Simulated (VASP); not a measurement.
Here is a VASP 6.6.1 calculation.

The input INCAR:

```
PREC = Accurate
ENCUT = 600
EDIFF = 1E-7
ISMEAR = 1
SIGMA = 0.1
LREAL = F
LASPH = T
NELM = 60
ALGO = Normal
ISIF = 3
LWAVE = F
LCHARG = F
IBRION = 2
NSW = 80
EDIFFG = -0.01
```

KPOINTS

```
regular mesh
0
Gamma
  7 7 7
```

Contents of POSCAR:

```
Al
1.0
    2.6300000000      0.0000000000      0.0000000000
    0.0000000000      2.6300000000      0.0000000000
    0.0000000000      0.0000000000      2.6300000000
Al
1
Direct
    0.0000000000      0.0000000000      0.0000000000
```

Potentials or basis: VASP PAW LDA potentials, release 64 (Al).

Run with:

```console
$ cat potpaw_LDA.64/Al/POTCAR > POTCAR
$ mpirun -np 1 vasp_std > vasp.out
```

Question: Estimate the space group after relaxing (to 0.05 Å).

Answer: Pm-3m (No. 221).

Question: Predict the relaxed volume.

Answer: 19.26 Å³/atom.

Final structure:
```xyz
1
Lattice="2.6806 0.0000 0.0000 0.0000 2.6806 0.0000 0.0000 0.0000 2.6806" Properties=species:S:1:pos:R:3 pbc="T T T"
Al    0.0000    0.0000    0.0000
```
